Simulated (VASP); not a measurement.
# Nb (Im-3m) in VASP: a series of runs

Nb is run at these levels: LDA; tasks: single point, relaxation of cell and atoms.

All numbers are computed with VASP 6.6.1; they aren't measurements. Logs are shortened: lines on timing, memory, paths and dates and some standing lists are left out, and cuts for length are marked.

**1. The cell of the first run**

It takes space group Im-3m (No. 229, cubic). The conventional cell has a = 3.318 Å, b = 3.318 Å, c = 3.318 Å, α = 90.00°, β = 90.00°, γ = 90.00°. Within 3.8 Å of Nb (site symmetry m-3m) lie 14 Nb at 2.87 to 3.32 Å.

**2. Single point, LDA**

Contents of INCAR:

```
PREC     = Accurate       # precision mode
ENCUT    = 520            # plane-wave cutoff, eV
EDIFF    = 1E-6           # SCF threshold, eV
ISMEAR   = 0              # smearing method
SIGMA    = 0.1            # smearing width, eV
LREAL    = False          # projectors in reciprocal space
LASPH    = True           # aspherical terms in the spheres
NELM     = 100            # most SCF steps
ALGO     = Fast           # electronic algorithm
ISIF     = 2              # what is computed and relaxed
LWAVE    = False          # write WAVECAR
LCHARG   = False          # write CHGCAR
GGA      = CA             # functional
NBANDS   = 12             # bands
```

Contents of KPOINTS:

```
Automatic mesh
0
Gamma
  8 8 8
```

Contents of POSCAR:

```
Nb
1.0
   -1.6588161900      1.6588161900      1.6588161900
    1.6588161900     -1.6588161900      1.6588161900
    1.6588161900      1.6588161900     -1.6588161900
Nb
1
Direct
    0.0000000000      0.0000000000      0.0000000000
```

Potentials or basis: VASP PAW LDA potentials, release 64 (Nb_sv).

Command:

```sh
$ cat potpaw_LDA.64/Nb_sv/POTCAR > POTCAR
$ mpirun -np 1 vasp_std > vasp.out
```

OUTCAR:

```text
PREC = Accurate
   ENCUT = 520
   EDIFF = 1E-6
   ISMEAR = 0
   LREAL = False
   LASPH = True
   NELM = 100
   ISIF = 2
   GGA = CA

 ion  position               nearest neighbor table
   1  0.000  0.000  0.000-

  LATTYP: Found a body centered cubic cell.
 ALAT       =     3.3176323800

  Lattice vectors:

 A1 = (  -1.6588161900,   1.6588161900,   1.6588161900)
 A2 = (   1.6588161900,  -1.6588161900,   1.6588161900)
 A3 = (   1.6588161900,   1.6588161900,  -1.6588161900)

Analysis of symmetry for initial positions (statically):
=====================================================================
 Subroutine PRICEL returns:
 Original cell was already a primitive cell.

 Routine SETGRP: Setting up the symmetry group for a
 body centered cubic supercell.

 Subroutine GETGRP returns: Found 48 space group operations
 (whereof 48 operations were pure point group operations)
 out of a pool of 48 trial point group operations.

The static configuration has the point symmetry O_h .

Analysis of symmetry for dynamics (positions and initial velocities):
=====================================================================
 Subroutine PRICEL returns:
 Original cell was already a primitive cell.

 Routine SETGRP: Setting up the symmetry group for a
 body centered cubic supercell.

 Subroutine GETGRP returns: Found 48 space group operations
 (whereof 48 operations were pure point group operations)
 out of a pool of 48 trial point group operations.

The dynamic configuration has the point symmetry O_h .

 Subroutine INISYM returns: Found 48 space group operations
 (whereof 48 operations are pure point group operations),
 and found     1 'primitive' translations

----------------------------------------------------------------------------------------

                                     Primitive cell

  volume of cell :      18.2581

  direct lattice vectors                    reciprocal lattice vectors
    -1.658816190  1.658816190  1.658816190     0.000000000  0.301419773  0.301419773
     1.658816190 -1.658816190  1.658816190     0.301419773  0.000000000  0.301419773
     1.658816190  1.658816190 -1.658816190     0.301419773  0.301419773  0.000000000

  length of vectors
     2.873153921  2.873153921  2.873153921     0.426271931  0.426271931  0.426271931

  position of ions in fractional coordinates (direct lattice)
     0.000000000  0.000000000  0.000000000

  ion indices of the primitive-cell ions
[... 81 lines left out ...]
   ISYM   =      2    0-nonsym 1-usesym 2-fastsym
   POTIM  = 0.5000    time-step for ionic-motion
   TEBEG  =    0.0;   TEEND  =   0.0 temperature during run
   PSTRESS=    0.0 pullay stress
   NELECT =      13.0000    total number of electrons
   NUPDOWN=      -1.0000    fix difference up-down
   EMIN   =  10.00;   EMAX   =-10.00  energy-range for DOS
   EFERMI =   0.00;   METHOD = LEGACY
   ISMEAR =     0;   SIGMA  =   0.10  broadening in eV -4-tet -1-fermi 0-gaus
   EFERMI_NEDOS =   21; number of points for ismear=-14 and -15
   IALGO  =     68    algorithm
   IMIX   =      4    mixing-type and parameters
     AMIX     =   0.40;   BMIX     =  1.00
     AMIX_MAG =   1.60;   BMIX_MAG =  1.00
  volume/ion in A,a.u.               =      18.26       123.21
  Fermi-wavevector in a.u.,A,eV,Ry     =   1.461855  2.762506 29.075930  2.137021
  Thomas-Fermi vector in A             =   2.578137
   LORBIT       =      0    0 simple, 1 ext, 2 COOP (PROOUT), +10 PAW based schemes
   GGA     = CA    functional components
   LHFCALC =     F    Hartree Fock is set to
   AEXX    =    0.0000 exact exchange contribution
   IVDW    =     0    specifies the selected vdW correction
   LEPSILON=     F    determine dielectric tensor
   LRPA    =     F    only Hartree local field effects (RPA)
 non-spin polarized calculation
 RMM-DIIS sequential band-by-band and
 Gauss-broadening in eV      SIGMA  =   0.10
  energy-cutoff  :      520.00
  volume of cell :       18.26
 maximum number of plane-waves:       531
 NGX is ok and might be reduce to    24
   NGX = 11   NGY = 11   NGZ = 11

 number of electron      12.9999999 magnetization

 Free energy of the ion-electron system (eV)
  ---------------------------------------------------
  ext. energy  EPLUGINS =         0.00000000
  ---------------------------------------------------
  free energy    TOTEN  =       -11.24396514 eV

  energy without entropy =      -11.23700290  energy(sigma->0) =      -11.24048402

 E-fermi :  10.6580     XC(G=0): -12.6492

 val. band max:       10.6087615757   @ k =   0.3750   0.2500   0.0000
 cond. band min:      10.6834757548   @ k =   0.2500   0.0000   0.0000
 fundamental gap:      0.0747141791
 Fermi energy:        10.6580408425

 k-point     1 :       0.0000    0.0000    0.0000
  band No.  band energies     occupation
      1     -43.3124      2.00000
      2     -18.7888      2.00000
      3     -18.7888      2.00000
      4     -18.7888      2.00000
      5       4.8990      2.00000
      6      11.1245      0.00000
      7      11.1245      0.00000
      8      11.1245      0.00000
      9      13.9843      0.00000
     10      13.9843      0.00000
     11      25.0059      0.00000
     12      25.0059      0.00000
[... 331 lines left out ...]
 k-point    24 :      -0.3750    0.3750    0.2500
  band No.  band energies     occupation
      1     -43.0220      2.00000
      2     -19.7678      2.00000
      3     -19.3908      2.00000
      4     -19.2732      2.00000
      5       8.4502      2.00000
      6       8.9586      2.00000
      7      11.7265      0.00000
      8      12.4676      0.00000
      9      15.1811      0.00000
     10      16.4894      0.00000
     11      24.4078      0.00000
     12      26.2335      0.00000

 [... further k-points ...]

------------------------ aborting loop because EDIFF is reached ----------------------------------------

  FORCE on cell =-STRESS in cart. coord.  units (eV):
  Direction    XX          YY          ZZ          XY          YZ          ZX
  --------------------------------------------------------------------------------------
  -------------------------------------------------------------------------------------
  Total       -1.2060568     -1.2060568     -1.2060568     -0.0000000     -0.0000000      0.0000000
  in kB     -105.8335930   -105.8335930   -105.8335930     -0.0000000     -0.0000000      0.0000000
  external PRESSURE =    -105.8335930 kB  Pullay stress =       0.0000000 kB

 VOLUME and BASIS-vectors are now :
 -----------------------------------------------------------------------------
  energy-cutoff  :      520.00
  volume of cell :       18.26
      direct lattice vectors                 reciprocal lattice vectors
    -1.658816190  1.658816190  1.658816190     0.000000000  0.301419773  0.301419773
     1.658816190 -1.658816190  1.658816190     0.301419773  0.000000000  0.301419773
     1.658816190  1.658816190 -1.658816190     0.301419773  0.301419773  0.000000000

 POSITION                                       TOTAL-FORCE (eV/Angst)
 -----------------------------------------------------------------------------------
      0.00000      0.00000      0.00000         0.000000      0.000000      0.000000
 -----------------------------------------------------------------------------------
    total drift:                                0.000000      0.000000      0.000000

  FREE ENERGIE OF THE ION-ELECTRON SYSTEM (eV)
  ---------------------------------------------------
  free  energy   TOTEN  =       -11.2439651396 eV

  energy  without entropy=      -11.2370029024  energy(sigma->0) =      -11.24048402
```

stdout:

```text
POSCAR found type information on POSCAR Nb
 POSCAR found :  1 types and       1 ions
 scaLAPACK will be used
 LDA part: xc-table for (Slater(with rela. corr.)+CA(PZ))
 , standard interpolation
 POSCAR, INCAR and KPOINTS ok, starting setup
 FFT: planning ... GRIDC
 FFT: planning ... GRID_SOFT
 FFT: planning ... GRID
 WAVECAR not read
 entering main loop
```

It took 19 s on 1 thread of Intel Xeon 8259CL, shared host; peak memory 0.13 GiB.

Results:

* Free energy: -11.2440 eV
* Pressure: -10.6 GPa

(Continued in part 2 of 2.)
